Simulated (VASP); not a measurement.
# Cd (I4/mmm) in VASP: a series of runs

Runs on Cd. Level: r2SCAN. Tasks: single point.

All numbers are computed with VASP 6.6.1; they aren't measurements. Logs are shortened: lines on timing, memory, paths and dates and some standing lists are left out, and cuts for length are marked.

## 1. The cell of the first run

It takes space group I4/mmm (No. 139, tetragonal). Conventional cell: a = 2.980 Å, b = 2.980 Å, c = 4.658 Å, α = 90.00°, β = 90.00°, γ = 90.00°. Cd (site symmetry 4/mmm) has 12 Cd at 2.98 to 3.14 Å within 3.9 Å.

## 2. Single point, r2SCAN (strain -0.050 along x and y, +0.050 along z)

File POSCAR:

```
Cd
1.0
    0.0000000000      2.1072422625      2.3290572375
    2.1072422625      0.0000000000      2.3290572375
    2.1072422625      2.1072422625      0.0000000000
Cd
1
Direct
    0.0000000000      0.0000000000      0.0000000000
```

File INCAR.step1:

```
PREC     = Accurate       # precision mode
ENCUT    = 520            # plane-wave cutoff, eV
ISMEAR   = 0              # smearing method
SIGMA    = 0.15           # smearing width, eV
LREAL    = False          # projectors in reciprocal space
LASPH    = True           # aspherical terms in the spheres
NELM     = 60             # most SCF steps
NBANDS   = 12             # bands
GGA      = PE             # functional
ALGO     = Normal         # electronic algorithm
EDIFF    = 1E-4           # SCF threshold, eV
LWAVE    = True           # write WAVECAR
LCHARG   = False          # write CHGCAR
```

File INCAR.step2:

```
PREC     = Accurate       # precision mode
ENCUT    = 520            # plane-wave cutoff, eV
EDIFF    = 1E-7           # SCF threshold, eV
ISMEAR   = 0              # smearing method
SIGMA    = 0.15           # smearing width, eV
LREAL    = False          # projectors in reciprocal space
LASPH    = True           # aspherical terms in the spheres
NELM     = 60             # most SCF steps
ALGO     = Normal         # electronic algorithm
ISIF     = 2              # what is computed and relaxed
LWAVE    = False          # write WAVECAR
LCHARG   = False          # write CHGCAR
METAGGA  = R2SCAN         # meta-GGA
LMIXTAU  = True         
NBANDS   = 12             # bands
ISTART   = 1
```

File KPOINTS:

```
regular mesh
0
Gamma
  18 18 18
```

Potentials or basis: VASP PAW PBE potentials, release 64 (Cd).

Started as:

```bash
cat potpaw_PBE.64/Cd/POTCAR > POTCAR
cp INCAR.step1 INCAR
mpirun -np 1 vasp_std > vasp.out
cp INCAR.step2 INCAR
mpirun -np 1 vasp_std > vasp.out
```

OUTCAR:

```text
PREC = Accurate
   ENCUT = 520
   EDIFF = 1E-7
   ISMEAR = 0
   LREAL = False
   LASPH = True
   NELM = 60
   ISIF = 2
   METAGGA = R2SCAN
   ISTART = 1

 ion  position               nearest neighbor table
   1  0.000  0.000  0.000-

  LATTYP: Found a body centered tetragonal cell.
 ALAT       =     2.9800905868
 C/A-ratio  =     1.5630781479

  Lattice vectors:

 A1 = (  -2.1072422625,   0.0000000000,   2.3290572375)
 A2 = (   2.1072422625,   0.0000000000,   2.3290572375)
 A3 = (   0.0000000000,   2.1072422625,  -2.3290572375)

Analysis of symmetry for initial positions (statically):
=====================================================================
 Subroutine PRICEL returns:
 Original cell was already a primitive cell.

 Routine SETGRP: Setting up the symmetry group for a
 body centered tetragonal supercell.

 Subroutine GETGRP returns: Found 16 space group operations
 (whereof 16 operations were pure point group operations)
 out of a pool of 16 trial point group operations.

The static configuration has the point symmetry D_4h.

Analysis of symmetry for dynamics (positions and initial velocities):
=====================================================================
 Subroutine PRICEL returns:
 Original cell was already a primitive cell.

 Routine SETGRP: Setting up the symmetry group for a
 body centered tetragonal supercell.

 Subroutine GETGRP returns: Found 16 space group operations
 (whereof 16 operations were pure point group operations)
 out of a pool of 16 trial point group operations.

The dynamic configuration has the point symmetry D_4h.

 Subroutine INISYM returns: Found 16 space group operations
 (whereof 16 operations are pure point group operations),
 and found     1 'primitive' translations

----------------------------------------------------------------------------------------

                                     Primitive cell

  volume of cell :      20.6842

  direct lattice vectors                    reciprocal lattice vectors
     0.000000000  2.107242262  2.329057237    -0.237276942  0.237276942  0.214679138
     2.107242262  0.000000000  2.329057237     0.237276942 -0.237276942  0.214679138
     2.107242262  2.107242262  0.000000000     0.237276942  0.237276942 -0.214679138

  length of vectors
     3.140856184  3.140856184  2.980090587     0.398356407  0.398356407  0.398356407

  position of ions in fractional coordinates (direct lattice)
     0.000000000  0.000000000  0.000000000

  ion indices of the primitive-cell ions
   primitive index   ion index
                 1           1

----------------------------------------------------------------------------------------

 KPOINTS: regular mesh

Automatic generation of k-mesh.
 Grid dimensions read from file:
 generate k-points for:   18   18   18

 Generating k-lattice:

  Cartesian coordinates                     Fractional coordinates (reciprocal lattice)
    -0.013182052  0.013182052  0.011926619     0.055555556 -0.000000000  0.000000000
     0.013182052 -0.013182052  0.011926619    -0.000000000  0.055555556  0.000000000
     0.013182052  0.013182052 -0.011926619     0.000000000  0.000000000  0.055555556

  Length of vectors
     0.022130911  0.022130911  0.022130911

  Shift w.r.t. Gamma in fractional coordinates (k-lattice)
     0.000000000  0.000000000  0.000000000

 Subroutine IBZKPT returns following result:
 ===========================================

 Found    480 irreducible k-points:

 Following reciprocal coordinates:
            Coordinates               Weight
  0.000000  0.000000  0.000000      1.000000
  0.055556 -0.000000  0.000000      8.000000
  0.111111 -0.000000  0.000000      8.000000
  0.166667 -0.000000  0.000000      8.000000
  0.222222  0.000000  0.000000      8.000000
  0.277778  0.000000  0.000000      8.000000
[... 16 lines left out ...]
 -0.277778  0.055556  0.000000      8.000000
 -0.222222  0.055556  0.000000      8.000000
 [... further k-points ...]
   k-points           NKPTS =    480   k-points in BZ     NKDIM =    480   number of bands    NBANDS=     12
[... 38 lines left out ...]
  volume of cell :       20.68
 maximum number of plane-waves:       576
   NGX = 11   NGY = 11   NGZ = 11

 number of electron      12.0000003 magnetization

 Free energy of the ion-electron system (eV)
  ---------------------------------------------------
  ext. energy  EPLUGINS =         0.00000000
  ---------------------------------------------------
  free energy    TOTEN  =       -20.04364160 eV

  energy without entropy =      -20.03953955  energy(sigma->0) =      -20.04159057

 E-fermi :   3.2720     XC(G=0): -12.0973

 val. band max:        3.2613545651   @ k =  -0.3333   0.2778   0.1111
 cond. band min:       3.2757129313   @ k =  -0.3889   0.1667   0.0000
 fundamental gap:      0.0143583663
 Fermi energy:         3.2719743977

 k-point     1 :       0.0000    0.0000    0.0000
  band No.  band energies     occupation
      1      -6.8054      2.00000
      2      -6.3976      2.00000
      3      -6.3976      2.00000
      4      -6.3772      2.00000
      5      -6.2053      2.00000
      6      -5.8585      2.00000
      7      17.9780      0.00000
      8      19.5453      0.00000
      9      19.5453      0.00000
     10      19.5995      0.00000
     11      22.8525      0.00000
     12      22.8525      0.00000

 k-point     2 :       0.0556   -0.0000    0.0000
  band No.  band energies     occupation
      1      -6.7933      2.00000
      2      -6.4090      2.00000
      3      -6.3840      2.00000
      4      -6.2923      2.00000
      5      -6.1961      2.00000
      6      -5.8671      2.00000
      7      17.5994      0.00000
      8      18.6750      0.00000
      9      19.4038      0.00000
     10      19.4410      0.00000
     11      22.5126      0.00000
     12      23.0819      0.00000

 k-point     3 :       0.1111   -0.0000    0.0000
  band No.  band energies     occupation
      1      -6.7731      2.00000
      2      -6.4447      2.00000
      3      -6.3471      2.00000
      4      -6.2033      2.00000
      5      -5.9848      2.00000
      6      -5.8890      2.00000
      7      15.7358      0.00000
      8      18.2494      0.00000
      9      19.0350      0.00000
     10      19.1985      0.00000
     11      21.6835      0.00000
     12      23.6879      0.00000
[... 286 lines left out ...]
 k-point    23 :      -0.2778    0.0556    0.0000
  band No.  band energies     occupation
      1      -6.9114      2.00000
      2      -6.6145      2.00000
      3      -6.2810      2.00000
      4      -5.9018      2.00000
      5      -5.8471      2.00000
      6      -3.4672      2.00000
      7       8.1592      0.00000
      8      14.5395      0.00000
      9      19.0261      0.00000
     10      19.6080      0.00000
     11      21.5275      0.00000
     12      22.7018      0.00000

 k-point    24 :      -0.2222    0.0556    0.0000
  band No.  band energies     occupation
      1      -6.8136      2.00000
      2      -6.5812      2.00000
      3      -6.2581      2.00000
      4      -5.9801      2.00000
      5      -5.9652      2.00000
      6      -4.4047      2.00000
      7      10.3165      0.00000
      8      15.0493      0.00000
      9      19.2922      0.00000
     10      19.8957      0.00000
     11      22.1482      0.00000
     12      22.6578      0.00000

 [... further k-points ...]
[... 5 lines left out ...]
  --------------------------------------------------------------------------------------
  -------------------------------------------------------------------------------------
  Total        0.7127360      0.7127360      0.0337658      0.0000000     -0.0000000      0.0000000
  in kB       55.2077688     55.2077688      2.6154638      0.0000000     -0.0000000      0.0000000
  external PRESSURE =      37.6770005 kB  Pullay stress =       0.0000000 kB

 VOLUME and BASIS-vectors are now :
 -----------------------------------------------------------------------------
  energy-cutoff  :      520.00
  volume of cell :       20.68
      direct lattice vectors                 reciprocal lattice vectors
     0.000000000  2.107242262  2.329057237    -0.237276942  0.237276942  0.214679138
     2.107242262  0.000000000  2.329057237     0.237276942 -0.237276942  0.214679138
     2.107242262  2.107242262  0.000000000     0.237276942  0.237276942 -0.214679138

 POSITION                                       TOTAL-FORCE (eV/Angst)
 -----------------------------------------------------------------------------------
      0.00000      0.00000      0.00000        -0.000000      0.000000      0.000000
 -----------------------------------------------------------------------------------
    total drift:                               -0.000000      0.000000      0.000000

  FREE ENERGIE OF THE ION-ELECTRON SYSTEM (eV)
  ---------------------------------------------------
  free  energy   TOTEN  =       -20.0436415969 eV

  energy  without entropy=      -20.0395395515  energy(sigma->0) =      -20.04159057
```

Wall time 2.4 min (1 thread of Intel Xeon 6975P-C (Granite Rapids), shared host); peak memory 0.24 GiB.

What came out:

```yaml
Free_energy: -20.0436 eV
Pressure: 3.8 GPa
Band_gap_on_the_k_mesh: zero (bands 6 and 7 overlap by 3.30 eV)
```

Caveat: the cell differs from its parent crystal (strain -0.050 along x and y, +0.050 along z); the stress differs along the axes, from 0 to 6 GPa; the PAW data sets were made with another functional, which shifts forces and pressure a little.

## 3. Single point, r2SCAN (strain +0.000 along x and y, -0.050 along z)

File POSCAR:

```
Cd
1.0
    0.0000000000      2.2181497500      2.1072422625
    2.2181497500      0.0000000000      2.1072422625
    2.2181497500      2.2181497500      0.0000000000
Cd
1
Direct
    0.0000000000      0.0000000000      0.0000000000
```

File INCAR.step1:

```
SYSTEM = Cd
PREC = Accurate
ENCUT = 520
ISMEAR = 0
SIGMA = 0.15
LREAL = .False.
LASPH = .True.
NELM = 80
NBANDS = 12
GGA = PE
ALGO = Normal
EDIFF = 1E-4
LWAVE = .True.
LCHARG = .False.
```

File INCAR.step2:

```
SYSTEM = Cd
PREC = Accurate
ENCUT = 520
EDIFF = 1E-7
ISMEAR = 0
SIGMA = 0.15
LREAL = .False.
LASPH = .True.
NELM = 80
ALGO = Normal
ISIF = 2
LWAVE = .False.
LCHARG = .True.
METAGGA = R2SCAN
LMIXTAU = .True.
LELF = .True.
LVHAR = .True.
NBANDS = 12
ISTART = 1
```

File KPOINTS:

```
Automatic mesh
0
Gamma
  18 18 18
  0 0 0
```

Potentials or basis: VASP PAW PBE potentials, release 64 (Cd).

Started as:

```bash
cat potpaw_PBE.64/Cd/POTCAR > POTCAR
cp INCAR.step1 INCAR
mpirun -np 1 vasp_std > vasp.out
cp INCAR.step2 INCAR
mpirun -np 1 vasp_std > vasp.out
```

It took 2.4 min on 1 thread of Intel Xeon 6975P-C (Granite Rapids), shared host; peak memory 0.23 GiB.

Results (log left out):

```
Free energy            : -20.0636 eV
Pressure               : 3.3 GPa
Band gap on the k mesh : zero (bands 6 and 7 overlap by 3.24 eV)
```

Stress tensor (GPa, compression positive):
```
2.70 0.00 0.00
0.00 2.70 0.00
0.00 0.00 4.47
```

Levels at points of the mesh, in eV from the Fermi level:
| k point | band 2 | band 3 | band 4 | band 5 | band 6 | band 7 | band 8 | band 9 | band 10 | band 11 |
| --- | --- | --- | --- | --- | --- | --- | --- | --- | --- | --- |
| (0.00, 0.00, 0.00) | -9.80 | -9.62 | -9.56 | -9.32 | -9.15 | 14.64 | 16.25 | 16.25 | 16.28 | 19.51 |
| (0.50, 0.00, 0.00) | -9.83 | -9.66 | -8.84 | -8.77 | -2.65 | -1.24 | 13.09 | 13.27 | 14.93 | 17.02 |
| (0.50, 0.50, 0.00) | -10.42 | -8.83 | -8.69 | -8.69 | -0.51 | 2.54 | 6.76 | 6.76 | 11.14 | 11.53 |
| (0.50, 0.00, 0.50) | -10.41 | -8.84 | -8.76 | -8.64 | -1.29 | 1.37 | 7.59 | 7.74 | 11.96 | 12.53 |

Caveat: the cell differs from its parent crystal (strain +0.000 along x and y, -0.050 along z); the cell stands under pressure; the PAW data sets were made with another functional, which shifts forces and pressure a little.

## 4. Single point, r2SCAN (strain +0.050 along x and y, -0.050 along z)

File POSCAR:

```
Cd
1.0
    0.0000000000      2.3290572375      2.1072422625
    2.3290572375      0.0000000000      2.1072422625
    2.3290572375      2.3290572375      0.0000000000
Cd
1
Direct
    0.0000000000      0.0000000000      0.0000000000
```

File INCAR.step1:

```
SYSTEM = Cd
PREC     = Accurate       ! precision mode
ENCUT    = 520            ! plane-wave cutoff, eV
ISMEAR   = 0              ! smearing method
SIGMA    = 0.15           ! smearing width, eV
LREAL    = .False.        ! projectors in reciprocal space
LASPH    = .True.         ! aspherical terms in the spheres
NELM     = 60             ! most SCF steps
NBANDS   = 12             ! bands
GGA      = PE             ! functional
ALGO     = Normal         ! electronic algorithm
EDIFF    = 1E-4           ! SCF threshold, eV
LWAVE    = .True.         ! write WAVECAR
LCHARG   = .False.        ! write CHGCAR
```

File INCAR.step2:

```
SYSTEM = Cd
PREC     = Accurate       ! precision mode
ENCUT    = 520            ! plane-wave cutoff, eV
EDIFF    = 1E-7           ! SCF threshold, eV
ISMEAR   = 0              ! smearing method
SIGMA    = 0.15           ! smearing width, eV
LREAL    = .False.        ! projectors in reciprocal space
LASPH    = .True.         ! aspherical terms in the spheres
NELM     = 60             ! most SCF steps
ALGO     = Normal         ! electronic algorithm
ISIF     = 2              ! what is computed and relaxed
LWAVE    = .False.        ! write WAVECAR
LCHARG   = .False.        ! write CHGCAR
METAGGA  = R2SCAN         ! meta-GGA
LMIXTAU  = .True.       
NBANDS   = 12             ! bands
ISTART   = 1
```

KPOINTS is that of step 3.

Started as:

```bash
cat potpaw_PBE.64/Cd/POTCAR > POTCAR
cp INCAR.step1 INCAR
mpirun -np 1 vasp_std > vasp.out
cp INCAR.step2 INCAR
mpirun -np 1 vasp_std > vasp.out
```

Wall time 2.3 min (1 thread of Intel Xeon 6975P-C (Granite Rapids), shared host); peak memory 0.25 GiB.

It converged, with:

| Item | Value |
| --- | --- |
| Free energy | -20.0592 eV |
| Pressure | -1.9 GPa |
| Band gap on the k mesh | zero (bands 6 and 7 overlap by 3.36 eV) |

Stress tensor (GPa, compression positive):
```
-2.65  0.00  0.00
 0.00 -2.65  0.00
 0.00  0.00 -0.38
```

Levels at points of the mesh, in eV from the Fermi level:
```tsv
k point	band 2	band 3	band 4	band 5	band 6	band 7	band 8	band 9	band 10	band 11
(0.00, 0.00, 0.00)	-9.61	-9.33	-9.25	-9.00	-8.85	14.34	15.19	15.29	15.29	18.33
(0.50, 0.00, 0.00)	-9.65	-9.39	-8.83	-8.70	-2.27	-1.43	11.64	12.25	15.25	15.59
(0.50, 0.50, 0.00)	-10.05	-8.77	-8.66	-8.66	0.17	2.77	5.88	5.88	10.00	10.05
(0.50, 0.00, 0.50)	-10.03	-8.80	-8.77	-8.60	-1.25	0.64	7.39	7.73	11.51	11.95
```

Caveat: the cell differs from its parent crystal (strain +0.050 along x and y, -0.050 along z); the PAW data sets were made with another functional, which shifts forces and pressure a little.

## 5. Single point, r2SCAN (strain +0.050 along x and y, +0.000 along z)

File POSCAR:

```
Cd
1.0
    0.0000000000      2.3290572375      2.2181497500
    2.3290572375      0.0000000000      2.2181497500
    2.3290572375      2.3290572375      0.0000000000
Cd
1
Direct
    0.0000000000      0.0000000000      0.0000000000
```

File INCAR.step1:

```
SYSTEM = Cd
PREC = Accurate
ENCUT = 520
ISMEAR = 0
SIGMA = 0.15
LREAL = .False.
LASPH = .True.
NELM = 60
NBANDS = 12
GGA = PE
ALGO = Normal
EDIFF = 1E-4
LWAVE = .True.
LCHARG = .False.
```

File INCAR.step2:

```
SYSTEM = Cd
PREC = Accurate
ENCUT = 520
EDIFF = 1E-6
ISMEAR = 0
SIGMA = 0.15
LREAL = .False.
LASPH = .True.
NELM = 60
ALGO = Normal
ISIF = 2
LWAVE = .False.
LCHARG = .False.
METAGGA = R2SCAN
LMIXTAU = .True.
NBANDS = 12
ISTART = 1
```

KPOINTS is that of step 4.

Started as:

```bash
cat potpaw_PBE.64/Cd/POTCAR > POTCAR
cp INCAR.step1 INCAR
mpirun -np 1 vasp_std > vasp.out
cp INCAR.step2 INCAR
mpirun -np 1 vasp_std > vasp.out
```

Run time: 2 min. Hardware: 1 thread of Intel Xeon 6975P-C (Granite Rapids), shared host; peak memory 0.24 GiB.

Results (log left out):

```yaml
Free_energy: -20.0456 eV
Pressure: -3.8 GPa
Band_gap_on_the_k_mesh: zero (bands 6 and 7 overlap by 3.39 eV)
```

Stress tensor (GPa, compression positive):
```
-4.16  0.00  0.00
 0.00 -4.16  0.00
 0.00  0.00 -3.20
```

Levels at points of the mesh, in eV from the Fermi level:
| k point | band 2 | band 3 | band 4 | band 5 | band 6 | band 7 | band 8 | band 9 | band 10 | band 11 |
| --- | --- | --- | --- | --- | --- | --- | --- | --- | --- | --- |
| (0.00, 0.00, 0.00) | -9.36 | -9.23 | -9.01 | -8.90 | -8.39 | 14.12 | 14.67 | 14.76 | 14.76 | 17.86 |
| (0.50, 0.00, 0.00) | -9.37 | -9.26 | -8.66 | -8.61 | -1.99 | -1.44 | 11.79 | 12.40 | 13.86 | 15.65 |
| (0.50, 0.50, 0.00) | -9.77 | -8.65 | -8.55 | -8.55 | -0.18 | 1.89 | 6.33 | 6.33 | 10.23 | 10.34 |
| (0.50, 0.00, 0.50) | -9.76 | -8.66 | -8.60 | -8.52 | -0.82 | 0.90 | 7.01 | 7.20 | 10.92 | 11.22 |

Caveat: the cell differs from its parent crystal (strain +0.050 along x and y, +0.000 along z); the cell stands under tension; the PAW data sets were made with another functional, which shifts forces and pressure a little.

## 6. The runs side by side

| cell | gap on the mesh (eV) | pressure (GPa) |
| --- | --- | --- |
| a = 3.141, b = 3.141, c = 2.980 Å, angles 61.7, 61.7, 56.6°, 1 atom | none | 3.8 |
| a = 3.060, b = 3.060, c = 3.137 Å, angles 59.2, 59.2, 61.7°, 1 atom | none | 3.3 |
| a = 3.141, b = 3.141, c = 3.294 Å, angles 58.4, 58.4, 63.2°, 1 atom | none | -1.9 |
| a = 3.216, b = 3.216, c = 3.294 Å, angles 59.2, 59.2, 61.6°, 1 atom | none | -3.8 |

Alike in all rows: task single point; level r2SCAN; potentials or basis VASP PAW PBE potentials, release 64 (Cd); no spin polarisation; k mesh 18 × 18 × 18; cutoff (eV) 520; smearing gaussian 0.15 eV.

Caveats: the PAW data sets were made with another functional, which shifts forces and pressure a little; the stress differs along the axes, from 0 to 6 GPa (at least some runs); the cell stands under pressure (at least some runs); the cell stands under tension (at least some runs).

Total energies depend on the potentials used, so only differences within one code and one set of settings carry meaning.

The gap in the log of VASP goes by the Fermi energy; the results here count the filled bands.